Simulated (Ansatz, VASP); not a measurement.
# ZnAu: VASP beside Ansatz

```
Zn Au
1.0
     3.18670    0.00000    0.00000
     0.00000    3.18670    0.00000
     0.00000    0.00000    3.18670
Zn Au
1 1
Direct
  0.50000 0.50000 0.50000
  0.00000 0.00000 0.00000
```

Alike in both runs: functional PBE; k mesh 14 × 14 × 14; occupations gaussian, width 0.1 eV; no spin polarisation.

Ansatz relaxed the structure, and its values are those at the end. VASP's run is a single point on that final structure, the one shown.

|  | VASP | Ansatz |
| --- | --- | --- |
| version | VASP 6.6.1 | Ansatz 0.2.0 |
| potentials or method | VASP PAW PBE potentials, release 64 (Zn, Au), cutoff 520 eV | scalar-relativistic, plane waves, PAW |
| valence electrons in the cell | 23 | 31 |

|  | VASP | Ansatz | Ansatz less VASP |
| --- | --- | --- | --- |
| gap on the k mesh at the Fermi level (eV) | none | none | - |
| pressure (GPa) | 0.1 | 0.0 | -0.11 |

A gap of «none» marks a metal or a gap that the smearing closes. VASP's potentials hold 23 valence electrons a cell and Ansatz's 31, so a difference there can come from the potentials and not from the codes.

Neither program's run includes spin-orbit coupling.
